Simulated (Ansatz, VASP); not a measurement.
## One calculation of VBiO4, two programs

Contents of INCAR:

```
SYSTEM = VBiO4
PREC     = Accurate       ! precision mode
ENCUT    = 600            ! plane-wave cutoff, eV
EDIFF    = 1E-6           ! SCF threshold, eV
ISMEAR   = -1             ! smearing method
SIGMA    = 0.05           ! smearing width, eV
LREAL    = .FALSE.        ! projectors in reciprocal space
LASPH    = .TRUE.         ! aspherical terms in the spheres
NELM     = 200            ! most SCF steps
ALGO     = Normal         ! electronic algorithm
ISIF     = 2              ! what is computed and relaxed
LWAVE    = .FALSE.        ! write WAVECAR
LCHARG   = .FALSE.        ! write CHGCAR
ISPIN    = 2              ! spin polarisation
MAGMOM   = 0 0 2 -1 0 0 0 0 0 0 0 0 ! initial moments
LORBIT   = 11             ! projections on sites
LMAXMIX  = 4              ! l up to which the mixer works
GGA      = PS             ! functional
NBANDS   = 68             ! bands
GGA_COMPAT= .FALSE.      
KPAR     = 4
```

KPOINTS

```
regular mesh
0
G
  6 6 6
  0 0 0
```

POSCAR

```
VBiO4
1.0
   -3.6515000000      3.6515000000      3.2920000000
    3.6515000000     -3.6515000000      3.2920000000
    3.6515000000      3.6515000000     -3.2920000000
Bi V O
2 2 8
Direct
    0.0000000000      0.0000000000      0.0000000000
    0.7500000000      0.2500000000      0.5000000000
    0.2500000000      0.7500000000      0.5000000000
    0.5000000000      0.5000000000      0.0000000000
    0.6670000000      0.4890000000      0.8220000000
    0.2390000000      0.9170000000      0.3220000000
    0.6670000000      0.8450000000      0.1780000000
    0.5950000000      0.9170000000      0.6780000000
    0.0830000000      0.4050000000      0.3220000000
    0.5110000000      0.3330000000      0.1780000000
    0.0830000000      0.7610000000      0.6780000000
    0.1550000000      0.3330000000      0.8220000000
```

Contents of input.yaml:

```yaml
crystal:
  lattice:
    - [-3.6515, 3.6515, 3.292]
    - [3.6515, -3.6515, 3.292]
    - [3.6515, 3.6515, -3.292]
  atoms:
    - { symbol: Bi, position: [0.0, 0.0, 0.0] }
    - { symbol: Bi, position: [0.75, 0.25, 0.5] }
    - { symbol: V, position: [0.25, 0.75, 0.5], spin: 2.0 }
    - { symbol: V, position: [0.5, 0.5, 0.0], spin: -1.0 }
    - { symbol: O, position: [0.667, 0.489, 0.822] }
    - { symbol: O, position: [0.239, 0.917, 0.322] }
    - { symbol: O, position: [0.667, 0.845, 0.178] }
    - { symbol: O, position: [0.595, 0.917, 0.678] }
    - { symbol: O, position: [0.083, 0.405, 0.322] }
    - { symbol: O, position: [0.511, 0.333, 0.178] }
    - { symbol: O, position: [0.083, 0.761, 0.678] }
    - { symbol: O, position: [0.155, 0.333, 0.822] }
hamiltonian:
  xc: pbesol
  pseudopotentials: { kind: paw }
magnetization:
  spin_polarized: true
kpoints:
  mp_grid: { grid: [6, 6, 6] }
scf:
  occupations: { method: fermi_dirac, width: 0.05 }
output:
  forces: true
  stress: true
  eigenvalues: true
```

Alike in both runs: task single point; functional PBEsol; k mesh 6 × 6 × 6; occupations fermi-dirac, width 0.05 eV; collinear spin.

```csv
,VASP,Ansatz
version,VASP 6.6.1,Ansatz 0.2.0
potentials or method,"VASP PAW PBE potentials, release 64 (Bi_d, V_sv, O)",Ansatz PAW
plane-wave cutoff (eV),600,420
valence electrons in the cell,104,104
```

VASP gave:

```
gap on the k mesh at the Fermi level (eV)                     : 2.77
least direct gap on the mesh (eV)                             : 2.77
pressure (GPa)                                                : -1.3
traceless stress, the component that is largest in VASP (GPa) : -2.77
rms of the force components (eV/Å)                            : 0.471
net moment per atom (μB)                                      : 0.00
```

Question: Estimate Ansatz's values.

Answer: gap on the k mesh at the Fermi level (eV): 2.77; least direct gap on the mesh (eV): 2.77; pressure (GPa): -1.6; traceless stress, the component that is largest in VASP (GPa): -2.98; rms of the force components (eV/Å): 0.406; net moment per atom (μB): 0.00.

VASP's potentials were made for PBE, not for PBEsol. Atom by atom the forces differ by 0.065 eV/Å (rms over components). The functional is the same, so the differences come from potentials, cutoffs and numerics.

Spin-orbit coupling is off throughout.
